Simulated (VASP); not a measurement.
NaH, 2 atoms in the cell. Symmetry: Fm-3m, No. 225, cubic system. Conventional cell: a = 4.986 Å, b = 4.986 Å, c = 4.986 Å, α = 90.00°, β = 90.00°, γ = 90.00°. Na (site symmetry m-3m) has 6 H at 2.49 Å within 3.3 Å. Within 3.3 Å of H (site symmetry m-3m) lie 6 Na at 2.49 Å.  This cell differs from its parent crystal: volume scaled by 1.10.

| Property | Result |
| --- | --- |
| Program | VASP 6.6.1 |
| Task | single point |
| Functional | PBE |
| Potentials or basis | VASP PAW PBE potentials, release 64 (Na_pv, H) |
| Cutoff | 500 eV |
| k mesh | 8 × 8 × 8 |
| Occupations | gaussian, width 0.02 eV |
| Spin | no spin polarisation |
| Dipole correction | no |
| Further INCAR settings | ALGO = Normal; EDIFF = 1e-06; NBANDS = 11 |

Potentials or basis: VASP PAW PBE potentials, release 64 (Na_pv, H).

The run is started by

```sh
$ cat potpaw_PBE.64/Na_pv/POTCAR potpaw_PBE.64/H/POTCAR > POTCAR
$ mpirun -np 1 vasp_std > vasp.out
```

Hardware: 1 thread of Intel Xeon 8259CL (shared host).

How long does it take, and how much memory?

It took 18 s on 1 thread of Intel Xeon 8259CL, with other jobs on the host, peak memory 0.15 GiB. Counts: scf iterations 12, k points 29.
